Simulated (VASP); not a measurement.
# InPd (Fm-3m) in VASP: notebook

Runs on InPd. Level: r2SCAN. Tasks: relaxation of cell and atoms.

All numbers are computed with VASP 6.6.1; they aren't measurements. Logs are shortened: lines on timing, memory, paths and dates and some standing lists are left out, and cuts for length are marked.

## 1. The cell of the first run

It takes space group Fm-3m (No. 225, cubic). The conventional cell has a = 5.492 Å, b = 5.492 Å, c = 5.492 Å, α = 90.00°, β = 90.00°, γ = 90.00°. In (site symmetry m-3m) has 6 Pd at 2.75 Å within 3.6 Å. Pd (site symmetry m-3m) has 6 In at 2.75 Å within 3.6 Å.

## 2. Relaxation of cell and atoms, r2SCAN, target pressure 5 GPa, at which the enthalpy is minimised

POSCAR

```
InPd
1.0
    0.0000000000      2.7460700000      2.7460700000
    2.7460700000      0.0000000000      2.7460700000
    2.7460700000      2.7460700000      0.0000000000
In Pd
1 1
Direct
    0.0000000000      0.0000000000      0.0000000000
    0.5000000000      0.5000000000      0.5000000000
```

INCAR.step1

```
PREC = Accurate
ENCUT = 600
ISMEAR = -1
SIGMA = 0.05
LREAL = F
LASPH = T
NELM = 100
GGA = PE
ALGO = Normal
EDIFF = 1E-4
LWAVE = T
LCHARG = F
```

INCAR.step2

```
PREC = Accurate
ENCUT = 600
EDIFF = 1E-6
ISMEAR = -1
SIGMA = 0.05
LREAL = F
LASPH = T
NELM = 100
ALGO = Normal
ISIF = 3
LWAVE = F
LCHARG = F
METAGGA = R2SCAN
LMIXTAU = T
IBRION = 2
NSW = 60
EDIFFG = -0.01
PSTRESS = 50.0
ISTART = 1
```

KPOINTS

```
regular mesh
0
Gamma
  8 8 8
```

Potentials or basis: VASP PAW PBE potentials, release 64 (In_d, Pd).

Run with:

```
cat potpaw_PBE.64/In_d/POTCAR potpaw_PBE.64/Pd/POTCAR > POTCAR
cp INCAR.step1 INCAR
mpirun -np 1 vasp_std > vasp.out
cp INCAR.step2 INCAR
mpirun -np 1 vasp_std > vasp.out
```

OUTCAR:

```text
PREC = Accurate
   ENCUT = 600
   EDIFF = 1E-6
   ISMEAR = -1
   LREAL = F
   LASPH = T
   NELM = 100
   ISIF = 3
   METAGGA = R2SCAN
   IBRION = 2
   NSW = 60
   EDIFFG = -0.01
   PSTRESS = 50.0
   ISTART = 1

 ion  position               nearest neighbor table
   1  0.000  0.000  0.000-   2 2.75   2 2.75   2 2.75   2 2.75   2 2.75   2 2.75
   2  0.500  0.500  0.500-   1 2.75   1 2.75   1 2.75   1 2.75   1 2.75   1 2.75

  LATTYP: Found a face centered cubic cell.
 ALAT       =     5.4921400000

  Lattice vectors:

 A1 = (   0.0000000000,   2.7460700000,   2.7460700000)
 A2 = (   2.7460700000,   0.0000000000,   2.7460700000)
 A3 = (   2.7460700000,   2.7460700000,   0.0000000000)

Analysis of symmetry for initial positions (statically):
=====================================================================
 Subroutine PRICEL returns:
 Original cell was already a primitive cell.

 Routine SETGRP: Setting up the symmetry group for a
 face centered cubic supercell.

 Subroutine GETGRP returns: Found 48 space group operations
 (whereof 48 operations were pure point group operations)
 out of a pool of 48 trial point group operations.

The static configuration has the point symmetry O_h .

Analysis of symmetry for dynamics (positions and initial velocities):
=====================================================================
 Subroutine PRICEL returns:
 Original cell was already a primitive cell.

 Routine SETGRP: Setting up the symmetry group for a
 face centered cubic supercell.

 Subroutine GETGRP returns: Found 48 space group operations
 (whereof 48 operations were pure point group operations)
 out of a pool of 48 trial point group operations.

The dynamic configuration has the point symmetry O_h .

 Subroutine INISYM returns: Found 48 space group operations
 (whereof 48 operations are pure point group operations),
 and found     1 'primitive' translations

----------------------------------------------------------------------------------------

                                     Primitive cell

  volume of cell :      41.4157

  direct lattice vectors                    reciprocal lattice vectors
     0.000000000  2.746070000  2.746070000    -0.182078388  0.182078388  0.182078388
     2.746070000  0.000000000  2.746070000     0.182078388 -0.182078388  0.182078388
     2.746070000  2.746070000  0.000000000     0.182078388  0.182078388 -0.182078388

  length of vectors
     3.883529437  3.883529437  3.883529437     0.315369020  0.315369020  0.315369020

  position of ions in fractional coordinates (direct lattice)
     0.000000000  0.000000000  0.000000000
     0.500000000  0.500000000  0.500000000

  ion indices of the primitive-cell ions
   primitive index   ion index
                 1           1
                 2           2

----------------------------------------------------------------------------------------

 KPOINTS: regular mesh

Automatic generation of k-mesh.
 Grid dimensions read from file:
 generate k-points for:    8    8    8

 Generating k-lattice:

  Cartesian coordinates                     Fractional coordinates (reciprocal lattice)
    -0.022759799  0.022759799  0.022759799     0.125000000  0.000000000  0.000000000
     0.022759799 -0.022759799  0.022759799     0.000000000  0.125000000  0.000000000
     0.022759799  0.022759799 -0.022759799     0.000000000  0.000000000  0.125000000

  Length of vectors
     0.039421127  0.039421127  0.039421127

  Shift w.r.t. Gamma in fractional coordinates (k-lattice)
     0.000000000  0.000000000  0.000000000

 Subroutine IBZKPT returns following result:
 ===========================================

 Found     29 irreducible k-points:

 Following reciprocal coordinates:
            Coordinates               Weight
  0.000000  0.000000  0.000000      1.000000
  0.125000  0.000000  0.000000      8.000000
  0.250000  0.000000  0.000000      8.000000
  0.375000  0.000000  0.000000      8.000000
  0.500000  0.000000  0.000000      4.000000
  0.125000  0.125000  0.000000      6.000000
[... 16 lines left out ...]
  0.500000  0.250000  0.125000     48.000000
 -0.375000  0.250000  0.125000     24.000000
 [... further k-points ...]
   k-points           NKPTS =     29   k-points in BZ     NKDIM =     29   number of bands    NBANDS=     15
   number of dos      NEDOS =    301   number of ions     NIONS =      2
   total plane-waves  NPLWV =  32768
   dimension x,y,z NGX =    32 NGY =   32 NGZ =   32
   dimension x,y,z NGXF=    64 NGYF=   64 NGZF=   64
   ions per type =               1   1
   NGX,Y,Z   is equivalent  to a cutoff of  13.70, 13.70, 13.70 a.u.
   NGXF,Y,Z  is equivalent  to a cutoff of  27.40, 27.40, 27.40 a.u.
 SYSTEM =  unknown system
   PREC   = accura    normal or accurate (medium, high low for compatibility)
   ISTART =      1    job   : 0-new  1-cont  2-samecut
   ICHARG =      0    charge: 1-file 2-atom 10-const
   ISPIN  =      1    spin polarized calculation?
   LNONCOLLINEAR =      F non collinear calculations
   LSORBIT =      F    spin-orbit coupling
   LASPH  =      T    aspherical Exc in radial PAW
   ENCUT  =  600.0 eV  44.10 Ry    6.64 a.u.   7.76  7.76  7.76*2*pi/ulx,y,z
   NELM   =    100;   NELMIN=  2; NELMDL=  0     # of ELM steps
   EDIFF  = 0.1E-05   stopping-criterion for ELM
   LREAL  =      F    real-space projection
   EDIFFG = -.1E-01   stopping-criterion for IOM
   NSW    =     60    number of steps for IOM
   IBRION =      2    ionic relax: 0-MD 1-quasi-New 2-CG
   NFREE  =      1    steps in history (QN), initial steepest desc. (CG)
   ISIF   =      3    stress and relaxation
   ISYM   =      2    0-nonsym 1-usesym 2-fastsym
   POTIM  = 0.5000    time-step for ionic-motion
   TEBEG  =    0.0;   TEEND  =   0.0 temperature during run
   PSTRESS=   50.0 pullay stress
   NELECT =      23.0000    total number of electrons
   NUPDOWN=      -1.0000    fix difference up-down
   EMIN   =  10.00;   EMAX   =-10.00  energy-range for DOS
   EFERMI =   0.00;   METHOD = LEGACY
   ISMEAR =    -1;   SIGMA  =   0.05  broadening in eV -4-tet -1-fermi 0-gaus
   EFERMI_NEDOS =   21; number of points for ismear=-14 and -15
   IALGO  =     38    algorithm
   IMIX   =      4    mixing-type and parameters
     AMIX     =   0.40;   BMIX     =  1.00
     AMIX_MAG =   1.60;   BMIX_MAG =  1.00
  volume/ion in A,a.u.               =      20.71       139.74
  Fermi-wavevector in a.u.,A,eV,Ry     =   1.345641  2.542893 24.636741  1.810749
  Thomas-Fermi vector in A             =   2.473537
   LORBIT       =      0    0 simple, 1 ext, 2 COOP (PROOUT), +10 PAW based schemes
   METAGGA = R2SCAN    functional components
   LHFCALC =     F    Hartree Fock is set to
   AEXX    =    0.0000 exact exchange contribution
   IVDW    =     0    specifies the selected vdW correction
   LEPSILON=     F    determine dielectric tensor
   LRPA    =     F    only Hartree local field effects (RPA)
 conjugate gradient relaxation of ions
 non-spin polarized calculation
  energy-cutoff  :      600.00
  volume of cell :       41.42
 maximum number of plane-waves:      1411
   NGX = 15   NGY = 15   NGZ = 15

--------------------------------------- Ionic step        1  -------------------------------------------

 number of electron      22.9999996 magnetization

 Free energy of the ion-electron system (eV)
  ---------------------------------------------------
  ext. energy  EPLUGINS =         0.00000000
  ---------------------------------------------------
  free energy    TOTEN  =       -46.14315452 eV

  energy without entropy =      -46.13392893  energy(sigma->0) =      -46.13854172

------------------------ aborting loop because EDIFF is reached ----------------------------------------

  FORCE on cell =-STRESS in cart. coord.  units (eV):
  Direction    XX          YY          ZZ          XY          YZ          ZX
  --------------------------------------------------------------------------------------
  -------------------------------------------------------------------------------------
  Total       -0.6541314     -0.6541314     -0.6541314     -0.0000000     -0.0000000      0.0000000
  in kB      -25.3052595    -25.3052595    -25.3052595     -0.0000000     -0.0000000      0.0000000
  external PRESSURE =     -75.3052595 kB  Pullay stress =      50.0000000 kB
[... 23 lines left out ...]
  enthalpy is  TOTEN    =       -44.8506733362 eV   P V=        1.2924811815

--------------------------------------- Ionic step        2  -------------------------------------------

 number of electron      22.9999997 magnetization

 E-fermi :  10.3101     XC(G=0): -12.8907

 val. band max:       10.1556733396   @ k =   0.5000   0.2500   0.1250
 cond. band min:      10.3594638576   @ k =  -0.2500   0.3750   0.1250
 fundamental gap:      0.2037905180
 Fermi energy:        10.3101286331

 k-point     1 :       0.0000    0.0000    0.0000
  band No.  band energies     occupation
      1      -5.3725      2.00000
      2      -5.3725      2.00000
      3      -5.1992      2.00000
      4      -5.1992      2.00000
      5      -5.1992      2.00000
      6      -0.0361      2.00000
      7       6.5973      2.00000
      8       6.5973      2.00000
      9       6.5973      2.00000
     10       7.0606      2.00000
     11       7.0606      2.00000
     12      16.4737      0.00000
     13      16.4737      0.00000
     14      16.4737      0.00000
     15      19.4637      0.00000
[... 487 lines left out ...]
  enthalpy is  TOTEN    =       -44.9238411900 eV   P V=        1.2030063850

--------------------------------------- Ionic step        4  -------------------------------------------

 number of electron      23.0000004 magnetization

 Free energy of the ion-electron system (eV)
  ---------------------------------------------------
  ext. energy  EPLUGINS =         0.00000000
  ---------------------------------------------------
  free energy    TOTEN  =       -46.12510945 eV

  energy without entropy =      -46.11682601  energy(sigma->0) =      -46.12096773

 E-fermi :   9.1996     XC(G=0): -12.4377

 val. band max:        9.0598248684   @ k =   0.5000   0.2500   0.1250
 cond. band min:       9.2134982709   @ k =   0.5000   0.5000   0.0000
 fundamental gap:      0.1536734025
 Fermi energy:         9.1996044448

 k-point     1 :       0.0000    0.0000    0.0000
  band No.  band energies     occupation
      1      -6.2371      2.00000
      2      -6.2371      2.00000
      3      -6.0981      2.00000
      4      -6.0981      2.00000
      5      -6.0981      2.00000
      6      -0.5222      2.00000
      7       5.8180      2.00000
      8       5.8180      2.00000
      9       5.8180      2.00000
     10       6.1856      2.00000
     11       6.1856      2.00000
     12      15.0666      0.00000
     13      15.0666      0.00000
     14      15.0666      0.00000
     15      18.5088      0.00000
[... 443 lines left out ...]
  FREE ENERGIE OF THE ION-ELECTRON SYSTEM (eV)
  ---------------------------------------------------
  free  energy   TOTEN  =       -46.1251094480 eV

  energy  without entropy=      -46.1168260065  energy(sigma->0) =      -46.12096773

  enthalpy is  TOTEN    =       -44.9238490962 eV   P V=        1.2012603518

 reached required accuracy - stopping structural energy minimisation
```

Wall time 5.6 min (1 thread of Intel Xeon 8259CL, shared host); peak memory 0.22 GiB.

Results:

* Free energy: -46.1251 eV
* Relaxed volume: 19.25 Å³/atom
* Relaxed cell: a = 3.790 Å, b = 3.790 Å, c = 3.790 Å, α = 60.00°, β = 60.00°, γ = 60.00°
* Space group after relaxing (to 0.1 Å): Fm-3m (No. 225)
* Energy change on relaxing (the run minimises the enthalpy): +9.0 meV/atom
* Ionic steps: 4
* Pressure after relaxing: 5.1 GPa
* Band gap on the k mesh: zero (an odd number of electrons rules out a gap without spin polarisation)

The path:
```tsv
step	energy change (eV)	largest force (eV/Å)	pressure (GPa)	volume (Å³)
1	0.0000	0.0000	-2.53	41.42
2	0.1819	0.0000	15.51	35.85
3	0.0163	0.0000	4.89	38.55
4	0.0180	0.0000	5.07	38.49
```

Final structure:
```yaml
crystal:
  lattice:
    - [0.00000, 2.67988, 2.67988]
    - [2.67988, 0.00000, 2.67988]
    - [2.67988, 2.67988, 0.00000]
  atoms:
    - { symbol: In, position: [0.00000, 0.00000, 0.00000] }
    - { symbol: Pd, position: [0.50000, 0.50000, 0.50000] }
```

Caveat: the cell is relaxed towards a set pressure, so the run minimises the enthalpy, not the energy; the PAW data sets were made with another functional, which shifts forces and pressure a little; spin-orbit coupling is left out, which moves the levels of the heavy elements.

## 3. Relaxation of cell and atoms, r2SCAN, target pressure 10 GPa, at which the enthalpy is minimised

POSCAR is that of step 2.

INCAR.step1

```
PREC = Accurate
ENCUT = 600
ISMEAR = -1
SIGMA = 0.05
LREAL = False
LASPH = True
NELM = 80
GGA = PE
ALGO = Normal
EDIFF = 1E-4
LWAVE = True
LCHARG = False
```

INCAR.step2

```
PREC = Accurate
ENCUT = 600
EDIFF = 1E-6
ISMEAR = -1
SIGMA = 0.05
LREAL = False
LASPH = True
NELM = 80
ALGO = Normal
ISIF = 3
LWAVE = False
LCHARG = False
METAGGA = R2SCAN
LMIXTAU = True
IBRION = 2
NSW = 60
EDIFFG = -0.01
PSTRESS = 100.0
ISTART = 1
```

KPOINTS

```
Automatic mesh
0
Gamma
  8 8 8
```

Potentials or basis: VASP PAW PBE potentials, release 64 (In_d, Pd).

Run with:

```
cat potpaw_PBE.64/In_d/POTCAR potpaw_PBE.64/Pd/POTCAR > POTCAR
cp INCAR.step1 INCAR
mpirun -np 1 vasp_std > vasp.out
cp INCAR.step2 INCAR
mpirun -np 1 vasp_std > vasp.out
```

OUTCAR:

```text
PREC = Accurate
   ENCUT = 600
   EDIFF = 1E-6
   ISMEAR = -1
   LREAL = False
   LASPH = True
   NELM = 80
   ISIF = 3
   METAGGA = R2SCAN
   IBRION = 2
   NSW = 60
   EDIFFG = -0.01
   PSTRESS = 100.0
   ISTART = 1

 ion  position               nearest neighbor table
   1  0.000  0.000  0.000-   2 2.75   2 2.75   2 2.75   2 2.75   2 2.75   2 2.75
   2  0.500  0.500  0.500-   1 2.75   1 2.75   1 2.75   1 2.75   1 2.75   1 2.75

  LATTYP: Found a face centered cubic cell.
 ALAT       =     5.4921400000

  Lattice vectors:

 A1 = (   0.0000000000,   2.7460700000,   2.7460700000)
 A2 = (   2.7460700000,   0.0000000000,   2.7460700000)
 A3 = (   2.7460700000,   2.7460700000,   0.0000000000)

Analysis of symmetry for initial positions (statically):
=====================================================================
 Subroutine PRICEL returns:
 Original cell was already a primitive cell.

 Routine SETGRP: Setting up the symmetry group for a
 face centered cubic supercell.
[... 223 lines left out ...]
      8       7.8192      2.00000
      9       7.8192      2.00000
     10       8.4505      2.00000
     11       8.4505      2.00000
     12      18.6384      0.00000
     13      18.6384      0.00000
     14      18.6384      0.00000
[... 604 lines left out ...]
--------------------------------------- Ionic step        7  -------------------------------------------

 number of electron      23.0000001 magnetization

 Free energy of the ion-electron system (eV)
  ---------------------------------------------------
  ext. energy  EPLUGINS =         0.00000000
  ---------------------------------------------------
  free energy    TOTEN  =       -46.06093636 eV

  energy without entropy =      -46.05272915  energy(sigma->0) =      -46.05683275

 E-fermi :   9.7654     XC(G=0): -12.6687

 val. band max:        9.6114897791   @ k =   0.5000   0.2500   0.1250
 cond. band min:       9.8216478193   @ k =   0.5000   0.5000   0.0000
 fundamental gap:      0.2101580402
 Fermi energy:         9.7654090568

 k-point     1 :       0.0000    0.0000    0.0000
  band No.  band energies     occupation
      1      -5.7967      2.00000
      2      -5.7967      2.00000
      3      -5.6409      2.00000
      4      -5.6409      2.00000
      5      -5.6409      2.00000
      6      -0.2780      2.00000
      7       6.2097      2.00000
      8       6.2097      2.00000
      9       6.2097      2.00000
     10       6.6242      2.00000
     11       6.6242      2.00000
     12      15.7762      0.00000
     13      15.7762      0.00000
     14      15.7762      0.00000
[... 448 lines left out ...]
  energy  without entropy=      -46.0527291453  energy(sigma->0) =      -46.05683275

  enthalpy is  TOTEN    =       -43.7445739440 eV   P V=        2.3163624135

 reached required accuracy - stopping structural energy minimisation
```

OUTCAR.step1:

```text
PREC = Accurate
   ENCUT = 600
   ISMEAR = -1
   LREAL = False
   LASPH = True
[... 652 lines left out ...]
      0.00000      0.00000      0.00000        -0.000000     -0.000000     -0.000000
      2.74607      2.74607      2.74607         0.000000      0.000000      0.000000
 -----------------------------------------------------------------------------------
    total drift:                                0.000000     -0.000000     -0.000000

  FREE ENERGIE OF THE ION-ELECTRON SYSTEM (eV)
  ---------------------------------------------------
  free  energy   TOTEN  =        -8.2943477817 eV

  energy  without entropy=       -8.2845600109  energy(sigma->0) =       -8.28945390
```

It took 11 min on 1 thread of Intel Xeon 8259CL, shared host; peak memory 0.21 GiB.

What came out:

```yaml
Free_energy: -46.0609 eV
Relaxed_volume: 18.56 Å³/atom
Relaxed_cell: a = 3.744 Å, b = 3.744 Å, c = 3.744 Å, α = 60.00°, β = 60.00°, γ = 60.00°
Space_group_after_relaxing_to_0.1_Å: Fm-3m (No. 225)
Energy_change_on_relaxing_the_run_minimises_the_enthalpy: +41.1 meV/atom
Ionic_steps: 7
Pressure_after_relaxing: 10.0 GPa
Band_gap_on_the_k_mesh: zero (an odd number of electrons rules out a gap without spin polarisation)
```

The path:
| step | energy change (eV) | largest force (eV/Å) | pressure (GPa) | volume (Å³) |
| --- | --- | --- | --- | --- |
| 1 | 0.0000 | 0.0000 | -2.53 | 41.42 |
| 2 | 0.7221 | 0.0000 | 37.32 | 32.45 |
| 3 | 0.0748 | 0.0000 | 9.53 | 37.23 |
| 4 | 0.0807 | 0.0000 | 9.89 | 37.14 |
| 5 | 0.0858 | 0.0000 | 10.21 | 37.05 |
| 6 | 0.0785 | 0.0000 | 9.77 | 37.17 |
| 7 | 0.0822 | 0.0000 | 9.99 | 37.11 |

Final structure:
```xyz
2
Lattice="0.0000 2.6475 2.6475 2.6475 0.0000 2.6475 2.6475 2.6475 0.0000" Properties=species:S:1:pos:R:3 pbc="T T T"
In    0.0000    0.0000    0.0000
Pd    2.6475    2.6475    2.6475
```

Caveat: the cell is relaxed towards a set pressure, so the run minimises the enthalpy, not the energy; the PAW data sets were made with another functional, which shifts forces and pressure a little; spin-orbit coupling is left out, which moves the levels of the heavy elements.

[end of part 1 of 2]
